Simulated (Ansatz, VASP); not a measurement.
KCl: VASP beside Ansatz

```
K Cl
1.0
     0.00000    3.10394    3.10394
     3.10394    0.00000    3.10394
     3.10394    3.10394    0.00000
K Cl
1 1
Direct
  0.00000 0.00000 0.00000
  0.50000 0.50000 0.50000
```

Change from the starting cell: volume scaled by 0.96.

Alike in both runs: task single point; functional LDA; k mesh 7 × 7 × 7; occupations fermi-dirac, width 0.05 eV; no spin polarisation.

|  | VASP | Ansatz |
| --- | --- | --- |
| version | VASP 6.6.1 | Ansatz 0.2.0 |
| potentials or method | VASP PAW LDA potentials, release 64 (K_sv, Cl), cutoff 520 eV | all-electron LAPW, scalar-relativistic |

|  | VASP | Ansatz | Ansatz less VASP |
| --- | --- | --- | --- |
| gap on the k mesh at the Fermi level (eV) | 4.88 | 4.88 | -0.003 |
| least direct gap on the mesh (eV) | 4.88 | 4.88 | -0.003 |
| pressure (GPa) | -1.3 | -1.3 | -0.06 |

LDA's correlation is that of Perdew and Zunger in VASP and of Perdew and Wang (1992) in Ansatz. Ansatz ran all-electron here, and VASP with PAW potentials.
